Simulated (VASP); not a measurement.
# B5W2 (F-43m) in VASP: notebook, part 2 of 2

VASP 6.6.1. Earlier steps stand in the parts before.

**3. Single point, PBE**

This run uses another cell than the first one, of 11.60 Å³/atom.

Input file INCAR:

```
SYSTEM = B5W2
ALGO = Normal
EDIFF = 1E-7
ENCUT = 520
GGA = PE
ISIF = 2
ISMEAR = 0
LASPH = .True.
LCHARG = .False.
LREAL = .False.
LWAVE = .False.
NBANDS = 30
NELM = 60
PREC = Accurate
SIGMA = 0.1
```

Input file KPOINTS:

```
k-points
0
Gamma
  10 10 10
  0 0 0
```

Input file POSCAR:

```
B5W2
1.0
    0.0000000000      3.4370808683      3.4370808683
    3.4370808683      0.0000000000      3.4370808683
    3.4370808683      3.4370808683      0.0000000000
B W
5 2
Direct
    0.5000000000      0.5000000000      0.5000000000
    0.9143671507      0.2568985479      0.9143671507
    0.9143671507      0.9143671507      0.9143671507
    0.2568985479      0.9143671507      0.9143671507
    0.9143671507      0.9143671507      0.2568985479
    0.7500000000      0.7500000000      0.7500000000
    0.2500000000      0.2500000000      0.2500000000
```

Potentials or basis: VASP PAW PBE potentials, release 64 (B, W_sv).

Run with:

```bash
> cat potpaw_PBE.64/B/POTCAR potpaw_PBE.64/W_sv/POTCAR > POTCAR
> mpirun -np 1 vasp_std > vasp.out
```

OUTCAR:

```text
SYSTEM = B5W2
   EDIFF = 1E-7
   ENCUT = 520
   GGA = PE
   ISIF = 2
   ISMEAR = 0
   LASPH = .True.
   LREAL = .False.
   NELM = 60
   PREC = Accurate

 ion  position               nearest neighbor table
   1  0.500  0.500  0.500-
   2  0.914  0.257  0.914-   3 1.66   4 1.66   5 1.66   6 1.96   7 2.81   7 2.81   7 2.81
   3  0.914  0.914  0.914-   2 1.66   4 1.66   5 1.66   6 1.96   7 2.81   7 2.81   7 2.81
   4  0.257  0.914  0.914-   2 1.66   3 1.66   5 1.66   6 1.96   7 2.81   7 2.81   7 2.81
   5  0.914  0.914  0.257-   2 1.66   3 1.66   4 1.66   6 1.96   7 2.81   7 2.81   7 2.81
   6  0.750  0.750  0.750-   2 1.96   4 1.96   5 1.96   3 1.96   7 3.44   7 3.44   7 3.44   7 3.44
                             7 3.44   7 3.44
   7  0.250  0.250  0.250-   2 2.81   4 2.81   5 2.81   3 2.81   3 2.81   3 2.81   4 2.81   2 2.81
                             4 2.81   5 2.81   5 2.81   2 2.81   6 3.44   6 3.44   6 3.44   6 3.44

  LATTYP: Found a face centered cubic cell.
 ALAT       =     6.8741617366

  Lattice vectors:

 A1 = (   0.0000000000,   3.4370808683,   3.4370808683)
 A2 = (   3.4370808683,   0.0000000000,   3.4370808683)
 A3 = (   3.4370808683,   3.4370808683,   0.0000000000)

[... 183 lines left out ...]

 E-fermi :   6.7992     XC(G=0): -11.7168

 val. band max:        6.7939787860   @ k =   0.2000   0.2000   0.0000
 cond. band min:       6.8100237524   @ k =   0.2000   0.1000   0.0000
 fundamental gap:      0.0160449664
 Fermi energy:         6.7991746710

 k-point     1 :       0.0000    0.0000    0.0000
  band No.  band energies     occupation
      1     -68.3547      2.00000
      2     -66.3706      2.00000
      3     -32.4147      2.00000
      4     -32.4147      2.00000
      5     -32.4147      2.00000
      6     -30.8088      2.00000
[... 781 lines left out ...]
     29       9.6105      0.00000
     30      11.5594      0.00000

 [... further k-points ...]
[... 5 lines left out ...]
  --------------------------------------------------------------------------------------
  -------------------------------------------------------------------------------------
  Total        0.0715141      0.0715141      0.0715141      0.0000000      0.0000000      0.0000000
  in kB        1.4109217      1.4109217      1.4109217      0.0000000      0.0000000      0.0000000
  external PRESSURE =       1.4109217 kB  Pullay stress =       0.0000000 kB

 VOLUME and BASIS-vectors are now :
 -----------------------------------------------------------------------------
  energy-cutoff  :      520.00
  volume of cell :       81.21
      direct lattice vectors                 reciprocal lattice vectors
     0.000000000  3.437080868  3.437080868    -0.145472283  0.145472283  0.145472283
     3.437080868  0.000000000  3.437080868     0.145472283 -0.145472283  0.145472283
     3.437080868  3.437080868  0.000000000     0.145472283  0.145472283 -0.145472283

 POSITION                                       TOTAL-FORCE (eV/Angst)
 -----------------------------------------------------------------------------------
      3.43708      3.43708      3.43708         0.000000     -0.000000     -0.000000
      4.02573      6.28551      4.02573        -0.001401      0.001401     -0.001401
      6.28551      6.28551      6.28551         0.001401      0.001401      0.001401
      6.28551      4.02573      4.02573         0.001401     -0.001401     -0.001401
      4.02573      4.02573      6.28551        -0.001401     -0.001401      0.001401
      5.15562      5.15562      5.15562        -0.000000     -0.000000     -0.000000
      1.71854      1.71854      1.71854         0.000000     -0.000000     -0.000000
 -----------------------------------------------------------------------------------
    total drift:                                0.000000      0.000000     -0.000000

  FREE ENERGIE OF THE ION-ELECTRON SYSTEM (eV)
  ---------------------------------------------------
  free  energy   TOTEN  =       -49.4353137522 eV

  energy  without entropy=      -49.4253650623  energy(sigma->0) =      -49.43033941
```

OSZICAR:

```text
N       E                     dE             d eps       ncg     rms          rms(c)
DAV:   1     0.378276664794E+03    0.37828E+03   -0.23566E+04  2964   0.145E+03
DAV:   2    -0.406553969766E+02   -0.41893E+03   -0.40533E+03  3124   0.422E+02
DAV:   3    -0.618677727635E+02   -0.21212E+02   -0.20603E+02  3620   0.884E+01
DAV:   4    -0.622710116425E+02   -0.40324E+00   -0.40078E+00  3570   0.115E+01
DAV:   5    -0.622765265123E+02   -0.55149E-02   -0.55122E-02  3432   0.141E+00    0.364E+01
DAV:   6    -0.555802458821E+02    0.66963E+01   -0.85231E+01  3288   0.373E+01    0.190E+01
DAV:   7    -0.504589382136E+02    0.51213E+01   -0.47608E+01  3360   0.326E+01    0.966E+00
DAV:   8    -0.494837591776E+02    0.97518E+00   -0.52239E+00  3548   0.952E+00    0.567E+00
DAV:   9    -0.494596025805E+02    0.24157E-01   -0.41568E-01  3516   0.340E+00    0.107E+00
DAV:  10    -0.494359091066E+02    0.23693E-01   -0.73077E-02  3604   0.117E+00    0.439E-01
DAV:  11    -0.494354162332E+02    0.49287E-03   -0.71000E-03  3532   0.373E-01    0.182E-01
DAV:  12    -0.494353098922E+02    0.10634E-03   -0.53418E-04  3446   0.150E-01    0.395E-02
DAV:  13    -0.494353142121E+02   -0.43199E-05   -0.77363E-05  3656   0.513E-02    0.172E-02
DAV:  14    -0.494353137518E+02    0.46024E-06   -0.34402E-06  3054   0.137E-02    0.214E-03
DAV:  15    -0.494353137522E+02   -0.40109E-09   -0.22660E-07  2978   0.261E-03
   1 F= -.49435314E+02 E0= -.49430339E+02  d E =-.994869E-02
```

stdout:

```text
POSCAR found type information on POSCAR B W
 POSCAR found :  2 types and       7 ions
 scaLAPACK will be used
 LDA part: xc-table for (Slater+PW92), standard interpolation
 POSCAR, INCAR and KPOINTS ok, starting setup
 FFT: planning ... GRIDC
 FFT: planning ... GRID_SOFT
 FFT: planning ... GRID
 WAVECAR not read
 entering main loop
```

It took 2.8 min on 1 thread of Intel Xeon Platinum 8259CL at 2.50GHz (Skylake/Cascade Lake), shared host; peak memory 0.26 GiB.

What came out:

| Item | Value |
| --- | --- |
| Free energy | -49.4353 eV |
| Pressure | 0.1 GPa |
| Band gap on the k mesh | zero (an odd number of electrons rules out a gap without spin polarisation) |

Forces in eV/Å, atoms in the order of the input:
```
B    0.000  0.000  0.000
B   -0.001  0.001 -0.001
B    0.001  0.001  0.001
B    0.001 -0.001 -0.001
B   -0.001 -0.001  0.001
W    0.000  0.000  0.000
W    0.000  0.000  0.000
```

Caveat: spin-orbit coupling is left out, which moves the levels of the heavy elements; an odd number of electrons without spin polarisation forces a metal; a magnetic or distorted state may lie lower.

**4. Relaxation of cell and atoms, PBE**

Input file INCAR:

```
SYSTEM = B5W2
ALGO = Normal ; EDIFF = 1E-6
EDIFFG = -0.01 ; ENCUT = 600
GGA = PE ; IBRION = 2
ISIF = 3 ; ISMEAR = 0
LASPH = .True. ; LCHARG = .False.
LREAL = .False. ; LWAVE = .False.
NELM = 100 ; NSW = 100
PREC = Accurate ; SIGMA = 0.1
```

KPOINTS is that of step 3.

Input file POSCAR:

```
B5W2
1.0
    0.0000000000      3.4330246234      3.4330246234
    3.4330246234      0.0000000000      3.4330246234
    3.4330246234      3.4330246234      0.0000000000
B W
5 2
Direct
    0.5000000000      0.5000000000      0.5000000000
    0.9142554987      0.2572335040      0.9142554987
    0.9142554987      0.9142554987      0.9142554987
    0.2572335040      0.9142554987      0.9142554987
    0.9142554987      0.9142554987      0.2572335040
    0.7500000000      0.7500000000      0.7500000000
    0.2500000000      0.2500000000      0.2500000000
```

Run with:

```bash
> cat potpaw_PBE.64/B/POTCAR potpaw_PBE.64/W_sv/POTCAR > POTCAR
> mpirun -np 1 vasp_std > vasp.out
```

Run time: 12 min. Hardware: 1 thread of Intel Xeon Platinum 8259CL at 2.50GHz (Skylake/Cascade Lake), shared host; peak memory 0.3 GiB.

The run converged. Its results:

```
Free energy                           : -49.4399 eV
Relaxed volume                        : 11.61 Å³/atom
Relaxed cell                          : a = 4.862 Å, b = 4.862 Å, c = 4.862 Å, α = 60.00°, β = 60.00°, γ = 60.00°
Space group after relaxing (to 0.1 Å) : F-43m (No. 216)
Energy gained by relaxing             : 0.2 meV/atom
Ionic steps                           : 5
Pressure after relaxing               : 0.0 GPa
Band gap on the k mesh                : zero (an odd number of electrons rules out a gap without spin polarisation)
```

Step by step:
```
step  energy change (eV)  largest force (eV/Å)  pressure (GPa)  volume (Å³)
   1              0.0000                0.1096            0.77        80.92
   2              0.0017                0.2994           -0.59        81.57
   3             -0.0010                0.0453            0.24        81.16
   4             -0.0009                0.0558           -0.28        81.41
   5             -0.0011                0.0002            0.00        81.28
```

Final structure:
```cif
data_structure
_symmetry_space_group_name_H-M 'P 1'
_symmetry_Int_Tables_number 1
_cell_length_a 4.8621
_cell_length_b 4.8621
_cell_length_c 4.8621
_cell_angle_alpha 60.000
_cell_angle_beta 60.000
_cell_angle_gamma 60.000
_cell_volume 81.28
loop_
_atom_site_label
_atom_site_type_symbol
_atom_site_fract_x
_atom_site_fract_y
_atom_site_fract_z
_atom_site_occupancy
B1 B 0.50000 0.50000 0.50000 1
B2 B 0.91437 0.25688 0.91437 1
B3 B 0.91437 0.91437 0.91437 1
B4 B 0.25688 0.91437 0.91437 1
B5 B 0.91437 0.91437 0.25688 1
W1 W 0.75000 0.75000 0.75000 1
W2 W 0.25000 0.25000 0.25000 1
```

Levels at points of the mesh, in eV from the Fermi level:
| k point | band 19 | band 20 | band 21 | band 22 | band 23 | band 24 | band 25 |
| --- | --- | --- | --- | --- | --- | --- | --- |
| (0.00, 0.00, 0.00) | -2.05 | -0.15 | -0.15 | -0.15 | 1.29 | 1.29 | 1.29 |
| (0.50, 0.00, 0.00) | -2.89 | -1.26 | -1.26 | 0.50 | 1.14 | 1.14 | 1.54 |
| (0.50, 0.50, 0.00) | -1.59 | -1.59 | -0.02 | 0.62 | 0.65 | 0.81 | 1.23 |

Caveat: spin-orbit coupling is left out, which moves the levels of the heavy elements; an odd number of electrons without spin polarisation forces a metal; a magnetic or distorted state may lie lower.

**5. The runs side by side**

| task | cell | k mesh | cutoff (eV) | gap on the mesh (eV) | pressure (GPa) |
| --- | --- | --- | --- | --- | --- |
| single point | a = 4.855 Å, angles 60.0°, 7 atoms, atomic positions A | 4 × 4 × 4 | 520 | none | 0.2 |
| single point | a = 4.861 Å, angles 60.0°, 7 atoms, atomic positions B | 10 × 10 × 10 | 520 | none | 0.1 |
| relaxation of cell and atoms | relaxed from a = 4.855 Å, angles 60.0°, 7 atoms, atomic positions A | 10 × 10 × 10 | 600 | none | 0.0 |

Alike in all rows: level PBE; potentials or basis VASP PAW PBE potentials, release 64 (B, W_sv); no spin polarisation; smearing gaussian 0.1 eV.

Caveats: some runs use coarse meshes; spin-orbit coupling is left out, which moves the levels of the heavy elements; an odd number of electrons without spin polarisation forces a metal; a magnetic or distorted state may lie lower.

Absolute energies hang on the potentials; compare differences alone.

The gap in the log of VASP goes by the Fermi energy; the results here count the filled bands.